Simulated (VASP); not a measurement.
Input of a VASP 6.6.1 run:

The input POSCAR:

```
CrWO4
1.0
    3.2363172360     -3.3540971171      0.0000000000
    3.2363172360      3.3540971171      0.0000000000
    0.0000000000      0.0000000000      2.9235175399
Cr W O
1 1 4
Direct
    0.5000000000      0.5000000000      0.5000000000
    0.0000000000      0.0000000000      0.0000000000
    0.7953028200      0.2046971700      0.5000000000
    0.2046971700      0.7953028200      0.5000000000
    0.7049335500      0.7049335500      0.0000000000
    0.2950664500      0.2950664500      0.0000000000
```

The input INCAR.step1:

```
PREC = Accurate
ENCUT = 520
ISMEAR = 0
SIGMA = 0.1
LREAL = False
LASPH = True
NELM = 150
ISPIN = 2
MAGMOM = 3 0 0 0 0 0
LMAXMIX = 4
NBANDS = 38
GGA = PE
ALGO = Normal
EDIFF = 1E-4
LWAVE = True
LCHARG = False
```

INCAR.step2

```
PREC = Accurate
ENCUT = 520
EDIFF = 1E-6
ISMEAR = 0
SIGMA = 0.1
LREAL = False
LASPH = True
NELM = 150
ALGO = Normal
ISIF = 2
LWAVE = False
LCHARG = False
ISPIN = 2
MAGMOM = 3 0 0 0 0 0
LORBIT = 11
LMAXMIX = 4
METAGGA = R2SCAN
LMIXTAU = True
NBANDS = 38
ISTART = 1
```

File KPOINTS:

```
regular mesh
0
Gamma
  4 4 6
```

Potentials or basis: VASP PAW PBE potentials, release 64 (Cr_pv, W_sv, O).

The run is started by

```sh
$ cat potpaw_PBE.64/Cr_pv/POTCAR potpaw_PBE.64/W_sv/POTCAR potpaw_PBE.64/O/POTCAR > POTCAR
$ cp INCAR.step1 INCAR
$ mpirun -np 1 vasp_std > vasp.out
$ cp INCAR.step2 INCAR
$ mpirun -np 1 vasp_std > vasp.out
```

Task: What does it give for the pressure?

Result: 0.2 GPa.

Task: Estimate the site moments.

Result: Cr +2.86; W +0.09; O -0.02, +0.00 μB.

Stress tensor (GPa, compression positive):
```
-0.05  0.00  0.00
 0.00  1.14  0.00
 0.00  0.00 -0.52
```

Caveat: the PAW data sets were made with another functional, which shifts forces and pressure a little; a cell with one magnetic atom can't hold antiferromagnetic order, which such compounds often take.
